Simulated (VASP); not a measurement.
# W in VASP: a series of runs, part 2 of 2

VASP 6.6.1. Earlier steps stand in the parts before.

### 3 Single point, LDA (atoms displaced along a vibrational mode)

Input file INCAR:

```
SYSTEM = W
PREC = Accurate ; ENCUT = 500
EDIFF = 1E-6 ; ISMEAR = 0
SIGMA = 0.15 ; LREAL = .FALSE.
LASPH = .TRUE. ; NELM = 120
ALGO = Normal ; ISIF = 2
LWAVE = .FALSE. ; LCHARG = .FALSE.
NBANDS = 21 ; GGA_COMPAT = .FALSE.
```

Input file KPOINTS:

```
regular mesh
0
G
  16 16 12
  0 0 0
```

Input file POSCAR:

```
W
1.0
    0.0000000000     -1.9864787844     -1.9864787844
    0.0000000000      1.9864787844     -1.9864787844
    3.9729575688      0.0000000000      0.0000000000
W
2
Direct
    0.5406749876      0.4593250124      0.4965768575
   -0.0406749876      0.0406749876      0.0034231425
```

Potentials or basis: VASP PAW LDA potentials, release 64 (W_sv).

Run with:

```
> cat potpaw_LDA.64/W_sv/POTCAR > POTCAR
> mpirun -np 1 vasp_std > vasp.out
```

Run time: 7 min. Hardware: 1 thread of Intel Xeon 8259CL, shared host; peak memory 0.46 GiB.

It converged, with:

```yaml
Free_energy: -27.0328 eV
Pressure: 8.1 GPa
Largest_force: 1.289 eV/Å
Band_gap_on_the_k_mesh: zero (bands 14 and 15 overlap by 3.82 eV)
```

Forces in eV/Å, atoms in the order of the input:
```
W    0.358  1.239  0.000
W   -0.358 -1.239  0.000
```

Stress tensor (GPa, compression positive):
```
13.03 -1.04  0.00
-1.04  1.08  0.00
 0.00  0.00 10.14
```

Levels at points of the mesh, in eV from the Fermi level:
| k point | band 12 | band 13 | band 14 | band 15 | band 16 | band 17 |
| --- | --- | --- | --- | --- | --- | --- |
| (0.00, 0.00, 0.00) | -1.10 | -0.75 | -0.35 | 2.14 | 3.00 | 3.52 |
| (0.50, 0.00, 0.00) | -2.69 | -1.65 | -1.45 | 0.82 | 1.38 | 1.59 |
| (0.50, 0.50, 0.00) | -4.59 | 2.41 | 3.42 | 4.98 | 5.12 | 5.87 |
| (0.00, 0.00, 0.50) | -3.40 | -0.73 | -0.45 | 1.88 | 1.97 | 2.12 |
| (0.50, 0.00, 0.50) | -1.34 | -0.64 | -0.59 | 0.96 | 0.99 | 4.59 |
| (0.50, 0.50, 0.50) | -2.07 | -2.06 | -1.93 | 1.75 | 1.79 | 6.07 |

Caveat: the cell differs from its parent crystal (atoms displaced along a vibrational mode); the cell stands under pressure; spin-orbit coupling is left out, which moves the levels of the heavy elements; forces of over 1 eV/Å act on the atoms, so gaps and moduli don't describe the material at rest.

### 4 Single point, LDA (atoms displaced along a vibrational mode)

Input file INCAR:

```
SYSTEM = W
  PREC = Accurate
  ENCUT = 500
  EDIFF = 1E-6
  ISMEAR = 0
  SIGMA = 0.15
  LREAL = .False.
  LASPH = .True.
  NELM = 120
  ALGO = Normal
  ISIF = 2
  LWAVE = .False.
  LCHARG = .False.
  GGA = CA
  NBANDS = 21
  GGA_COMPAT = .False.
```

Input file KPOINTS:

```
regular mesh
0
Gamma
  16 16 12
  0 0 0
```

Input file POSCAR:

```
W
1.0
    0.0000000000     -1.9864787844     -1.9864787844
    0.0000000000      1.9864787844     -1.9864787844
    3.9729575688      0.0000000000      0.0000000000
W
2
Direct
    0.5203374938      0.4796625062      0.4897305724
   -0.0203374938      0.0203374938      0.0102694276
```

Run with:

```
> cat potpaw_LDA.64/W_sv/POTCAR > POTCAR
> mpirun -np 1 vasp_std > vasp.out
```

It took 6.8 min on 1 thread of Intel Xeon 8259CL, shared host; peak memory 0.46 GiB.

Results (log left out):

* Free energy: -27.1358 eV
* Pressure: 4.2 GPa
* Largest force: 1.327 eV/Å
* Band gap on the k mesh: zero (bands 14 and 15 overlap by 3.95 eV)

Forces on the atoms (eV/Å):
```
W    1.202  0.561  0.000
W   -1.202 -0.561  0.000
```

Stress tensor (GPa, compression positive):
```
 3.20 -2.65  0.00
-2.65  2.89  0.00
 0.00  0.00  6.42
```

Levels at points of the mesh, in eV from the Fermi level:
| k point | band 10 | band 11 | band 12 | band 13 | band 14 | band 15 | band 16 | band 17 | band 18 | band 19 |
| --- | --- | --- | --- | --- | --- | --- | --- | --- | --- | --- |
| (0.00, 0.00, 0.00) | -5.83 | -4.83 | -0.80 | -0.69 | -0.54 | 2.35 | 2.69 | 3.71 | 5.17 | 5.77 |
| (0.50, 0.00, 0.00) | -3.95 | -2.69 | -2.20 | -2.08 | -1.43 | 0.71 | 0.89 | 1.98 | 3.06 | 6.59 |
| (0.50, 0.50, 0.00) | -5.79 | -4.83 | -4.76 | 3.08 | 3.45 | 5.19 | 5.75 | 5.78 | 6.05 | 6.06 |
| (0.00, 0.00, 0.50) | -6.01 | -3.56 | -2.94 | -0.78 | 0.22 | 1.53 | 1.55 | 1.93 | 2.01 | 3.64 |
| (0.50, 0.00, 0.50) | -5.82 | -1.05 | -1.04 | -0.87 | -0.79 | 0.94 | 0.96 | 5.10 | 5.13 | 5.31 |
| (0.50, 0.50, 0.50) | -4.06 | -2.31 | -2.26 | -1.88 | -1.83 | 1.42 | 1.45 | 6.10 | 6.13 | 9.98 |

Caveat: the cell differs from its parent crystal (atoms displaced along a vibrational mode); the cell stands under pressure; spin-orbit coupling is left out, which moves the levels of the heavy elements; forces of over 1 eV/Å act on the atoms, so gaps and moduli don't describe the material at rest.

### 5 Single point, LDA (atoms displaced along a vibrational mode)

Input file INCAR:

```
ALGO = Normal
EDIFF = 1E-6
ENCUT = 500
GGA = CA
GGA_COMPAT = False
ISIF = 2
ISMEAR = 0
LASPH = True
LCHARG = True
LELF = True
LREAL = False
LVHAR = True
LWAVE = False
NBANDS = 21
NELM = 120
PREC = Accurate
SIGMA = 0.15
```

Input file KPOINTS:

```
k-points
0
Gamma
  16 16 12
```

Input file POSCAR:

```
W
1.0
    0.0000000000     -1.9864787844     -1.9864787844
    0.0000000000      1.9864787844     -1.9864787844
    3.9729575688      0.0000000000      0.0000000000
W
2
Direct
    0.5508437345      0.4491562655      0.4931537150
   -0.0508437345      0.0508437345      0.0068462850
```

Run with:

```
> cat potpaw_LDA.64/W_sv/POTCAR > POTCAR
> mpirun -np 1 vasp_std > vasp.out
```

Run time: 6.7 min. Hardware: 1 thread of Intel Xeon 8259CL, shared host; peak memory 0.47 GiB.

Results (log left out):

- Free energy: -26.9016 eV
- Pressure: 11.9 GPa
- Largest force: 1.820 eV/Å
- Band gap on the k mesh: zero (bands 14 and 15 overlap by 3.99 eV)

Forces in eV/Å, atoms in the order of the input:
```
W    0.686  1.686  0.000
W   -0.686 -1.686  0.000
```

Stress tensor (GPa, compression positive):
```
19.14 -1.27  0.00
-1.27  3.39  0.00
 0.00  0.00 13.30
```

Levels at points of the mesh, in eV from the Fermi level:
```tsv
k point	band 11	band 12	band 13	band 14	band 15	band 16	band 17	band 18
(0.00, 0.00, 0.00)	-4.67	-1.34	-0.79	-0.16	1.86	3.14	3.62	4.37
(0.50, 0.00, 0.00)	-3.12	-2.77	-1.66	-1.33	0.85	1.37	1.81	3.90
(0.50, 0.50, 0.00)	-4.93	-4.46	2.07	3.39	4.48	5.05	5.74	6.08
(0.00, 0.00, 0.50)	-3.81	-3.51	-1.05	-0.54	2.04	2.15	2.35	2.53
(0.50, 0.00, 0.50)	-1.60	-1.58	-0.52	-0.40	0.96	1.03	4.26	4.37
(0.50, 0.50, 0.50)	-2.32	-2.11	-2.03	-1.85	2.00	2.10	6.00	6.10
```

Caveat: the cell differs from its parent crystal (atoms displaced along a vibrational mode); the cell stands under pressure; spin-orbit coupling is left out, which moves the levels of the heavy elements; forces of over 1 eV/Å act on the atoms, so gaps and moduli don't describe the material at rest.

### 6 Single point, LDA (atoms displaced along a vibrational mode)

Input file INCAR:

```
  PREC = Accurate
  ENCUT = 500
  EDIFF = 1E-6
  ISMEAR = 0
  SIGMA = 0.15
  LREAL = F
  LASPH = T
  NELM = 120
  ALGO = Normal
  ISIF = 2
  LWAVE = F
  LCHARG = F
  GGA = CA
  NBANDS = 21
  GGA_COMPAT = F
```

Input file KPOINTS:

```
regular mesh
0
Gamma
  16 16 12
```

Input file POSCAR:

```
W
1.0
    0.0000000000     -1.9864787844     -1.9864787844
    0.0000000000      1.9864787844     -1.9864787844
    3.9729575688      0.0000000000      0.0000000000
W
2
Direct
    0.5508437345      0.4491562655      0.5000000000
   -0.0508437345      0.0508437345      0.0000000000
```

Potentials or basis: VASP PAW LDA potentials, release 64 (W_sv).

Run with:

```
> cat potpaw_LDA.64/W_sv/POTCAR > POTCAR
> mpirun -np 1 vasp_std > vasp.out
```

Wall time 3.8 min (1 thread of Intel Xeon 8259CL, shared host); peak memory 0.33 GiB.

The run converged. Its results:

```
Free energy            : -26.9203 eV
Pressure               : 11.5 GPa
Largest force          : 1.689 eV/Å
Band gap on the k mesh : zero (bands 14 and 15 overlap by 3.94 eV)
```

Forces on the atoms (eV/Å):
```
W    0.000  1.689  0.000
W    0.000 -1.689  0.000
```

Stress tensor (GPa, compression positive):
```
19.56  0.00  0.00
 0.00  2.47  0.00
 0.00  0.00 12.51
```

Levels at points of the mesh, in eV from the Fermi level:
```tsv
k point	band 10	band 11	band 12	band 13	band 14	band 15	band 16	band 17	band 18	band 19
(0.00, 0.00, 0.00)	-5.79	-4.65	-1.32	-0.78	-0.18	1.91	3.19	3.51	4.37	4.70
(0.50, 0.00, 0.00)	-3.91	-3.14	-2.78	-1.50	-1.47	0.87	1.42	1.74	3.88	5.99
(0.50, 0.50, 0.00)	-5.64	-4.93	-4.46	2.07	3.39	4.50	5.04	5.75	6.11	6.36
(0.00, 0.00, 0.50)	-6.15	-3.65	-3.65	-0.78	-0.78	2.08	2.08	2.44	2.44	4.27
(0.50, 0.00, 0.50)	-5.78	-1.57	-1.57	-0.46	-0.46	0.99	0.99	4.31	4.31	5.67
(0.50, 0.50, 0.50)	-4.48	-2.17	-2.17	-1.98	-1.98	2.04	2.04	6.06	6.06	9.11
```

Caveat: the cell differs from its parent crystal (atoms displaced along a vibrational mode); the cell stands under pressure; spin-orbit coupling is left out, which moves the levels of the heavy elements; forces of over 1 eV/Å act on the atoms, so gaps and moduli don't describe the material at rest.

### 7 The runs side by side

| cell | gap on the mesh (eV) | pressure (GPa) | largest force (eV/Å) |
| --- | --- | --- | --- |
| as given, atomic positions A | none | 13.4 | 2.18 |
| as given, atomic positions B | none | 8.1 | 1.29 |
| as given, atomic positions C | none | 4.2 | 1.33 |
| as given, atomic positions D | none | 11.9 | 1.82 |
| as given, atomic positions E | none | 11.5 | 1.69 |

Alike in all rows: task single point; level LDA; potentials or basis VASP PAW LDA potentials, release 64 (W_sv); no spin polarisation; k mesh 16 × 16 × 12; cutoff (eV) 500; smearing gaussian 0.15 eV.

Caveats: the cell stands under pressure; spin-orbit coupling is left out, which moves the levels of the heavy elements; forces of over 1 eV/Å act on the atoms, so gaps and moduli don't describe the material at rest.

Absolute energies hang on the potentials; compare differences alone.
